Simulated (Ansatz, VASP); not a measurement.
One calculation of TiMoSe4, two programs

```xyz
6
Lattice="0.0000 4.8569 4.8569 4.8569 0.0000 4.8569 4.8569 4.8569 0.0000" Properties=species:S:1:pos:R:3 pbc="T T T"
Ti    0.0000    0.0000    0.0000
Mo    4.8569    4.8569    4.8569
Se    3.5206    6.1931    6.1931
Se    3.5206    3.5206    3.5206
Se    6.1931    3.5206    6.1931
Se    6.1931    6.1931    3.5206
```

Change from the starting cell: species swapped into the LiBH4 type (F-43m, No. 216).

Alike in both runs: functional PBE; k mesh 3 × 3 × 3; occupations gaussian, width 0.15 eV; collinear spin.

Ansatz relaxed the structure, and its values are those at the end. VASP's run is a single point on that final structure, the one shown.

|  | VASP | Ansatz |
| --- | --- | --- |
| version | VASP 6.6.1 | Ansatz 0.2.0 |
| potentials or method | VASP PAW PBE potentials, release 64 (Ti_sv, Mo_sv, Se), cutoff 520 eV | scalar-relativistic, plane waves, PAW |
| valence electrons in the cell | 50 | 90 |

Ansatz gave:

* gap on the k mesh at the Fermi level (eV): none
* pressure (GPa): 0.7
* rms of the force components (eV/Å): 0.043
* net moment per atom (μB): 0.42
* size of the moment on the site where the two differ most (μB): 2.44

Question: Which values does VASP return?

Answer: gap on the k mesh at the Fermi level (eV): none; pressure (GPa): 0.4; rms of the force components (eV/Å): 0.003; net moment per atom (μB): 0.00; size of the moment on the site where the two differ most (μB): 0.00.

The net moments are unlike, so the other rows may belong to different states. Site moments also hang on the region over which each program counts them. A gap of «none» marks a metal or a gap that the smearing closes. VASP's potentials hold 50 valence electrons a cell and Ansatz's 90, so a difference there can come from the potentials and not from the codes.

The k mesh is coarse, so the values compare programs but aren't converged.
